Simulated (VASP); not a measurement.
## InAs: vibrations by perturbation theory with PBEsol

Crystal: InAs.

```
CELL_PARAMETERS angstrom
0.00000 2.92298 2.92298
2.92298 0.00000 2.92298
2.92298 2.92298 0.00000
ATOMIC_POSITIONS crystal
In 0.00000 0.00000 0.00000
As 0.75000 0.75000 0.75000
```

* Program: VASP 6.6.1
* Task: vibrations by perturbation theory
* Functional: PBEsol
* Potentials or basis: VASP PAW PBE potentials, release 64 (In_d, As)
* Cutoff: 520 eV
* k mesh: 12 × 12 × 12
* Occupations: fermi-dirac, width 0.15 eV
* Spin: no spin polarisation
* Dipole correction: no
* Further INCAR settings: ALGO = Normal; EDIFF = 1e-08; IBRION = 8; NSW = 1

| Item | Value |
| --- | --- |
| Highest phonon frequency at Γ, LO-TO splitting left out | 245 cm⁻¹ |

Phonon frequencies in cm⁻¹ (negative: imaginary):
```tsv
q point	frequencies
(0.000, 0.000, 0.000)	0 0 0 245 245 245
```

Run time: 17 min on 1 thread of AMD EPYC 7R13 (shared host), peak memory 0.5 GiB.

Caveat: the cell wasn't relaxed at this level first, which shifts response properties.
